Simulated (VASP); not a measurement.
Runs of VASP 6.6.1 on Au. The structure is that of space group Fm-3m (No. 225), or close to it. The cells are those of the table. 

| cell | gap on the mesh (eV) | pressure (GPa) |
| --- | --- | --- |
| a = 2.807 Å, angles 60.0°, 1 atom | none | (a) |
| a = 2.886 Å, angles 60.0°, 1 atom | none | -0.1 |
| a = 2.847 Å, angles 60.0°, 1 atom | none | 8.0 |
| a = 2.766 Å, angles 60.0°, 1 atom | none | 32.2 |
| a = 2.924 Å, angles 60.0°, 1 atom | none | (b) |

Alike in all rows: task single point; level PBEsol; potentials or basis VASP PAW PBE potentials, release 64 (Au); no spin polarisation; k mesh 22 × 22 × 22; cutoff (eV) 520; smearing fermi-dirac 0.1 eV.

Task: Fill in the values left out.

Result: (a) 18.5; (b) -6.2.

Caveats: the PAW data sets were made with another functional, which shifts forces and pressure a little; spin-orbit coupling is left out, which moves the levels of the heavy elements.

A k mesh can miss the band edges, and the runs leave out spin-orbit coupling on Au.

A gap of «none» marks levels without a gap at the run's occupations.
